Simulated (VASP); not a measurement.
## BN: single point with PBE+D3(BJ)

The system is BN.

```
B N
1.0
     0.00000    0.00000    4.33766
     2.50768    3.33948    2.16883
    -2.50768    3.33948    2.16883
B N
4 4
Direct
  0.53084 0.75000 0.25000
  0.50011 0.25000 0.75000
  0.00011 0.50000 0.50000
  0.00011 0.00000 0.00000
  0.16659 0.75000 0.25000
  0.16659 0.25000 0.75000
  0.66659 0.50000 0.50000
  0.66659 0.00000 0.00000
```

This cell differs from its parent crystal: atom 1 (B) moved -0.133 Å towards its neighbour atom 5 (N) at 1.447 Å.

```
Program             : VASP 6.6.1
Task                : single point
Functional          : PBE
Dispersion          : D3(BJ)
Potentials or basis : VASP PAW PBE potentials, release 64 (B, N)
Cutoff              : 520 eV
k mesh              : 6 × 6 × 6
Occupations         : gaussian, width 0.05 eV
Spin                : no spin polarisation
```

| Property | Result |
| --- | --- |
| Pressure | 1.6 GPa |
| Largest force | 5.402 eV/Å |
| Band gap on the k mesh | 3.88 eV |
| Dispersion energy per atom | -0.140 eV |

Forces in eV/Å, atoms in the order of the input:
```
B    0.000  0.000 -5.402
B    0.000  0.000 -0.518
B    0.181  0.000  0.753
B   -0.181  0.000  0.753
N    0.000  0.000  1.546
N    0.000  0.000  0.207
N   -1.227  0.000  1.330
N    1.227  0.000  1.330
```

Stress tensor (GPa, compression positive):
```
 5.65  0.00  0.00
 0.00 -0.26  0.00
 0.00  0.00 -0.68
```

Levels at points of the mesh, in eV from the valence-band top:
| k point | band 13 | band 14 | band 15 | band 16 | band 17 | band 18 | band 19 | band 20 |
| --- | --- | --- | --- | --- | --- | --- | --- | --- |
| (0.00, 0.00, 0.00) | -1.86 | -1.75 | -1.46 | -1.03 | 3.88 | 5.06 | 5.68 | 5.93 |
| (0.50, 0.00, 0.00) | -3.59 | -2.87 | -1.25 | -0.74 | 4.28 | 4.61 | 8.02 | 8.06 |
| (0.00, 0.50, 0.00) | -3.08 | -2.44 | -0.44 | -0.35 | 4.55 | 4.92 | 8.05 | 8.13 |
| (0.50, 0.50, 0.00) | -3.67 | -3.44 | -2.05 | -1.67 | 7.13 | 7.29 | 7.40 | 7.66 |
| (0.00, 0.50, 0.50) | -1.02 | -0.93 | -0.67 | -0.31 | 5.13 | 5.42 | 6.26 | 9.25 |

It took 40 s on 1 thread of Intel(R) Xeon(R) 6975P-C (Granite Rapids) (shared host), peak memory 0.23 GiB.

Caveat: the cell differs from its parent crystal (atom 1 (B) moved -0.133 Å towards its neighbour atom 5 (N) at 1.447 Å); forces of over 1 eV/Å act on the atoms, so gaps and moduli don't describe the material at rest. A k mesh can miss the band edges.
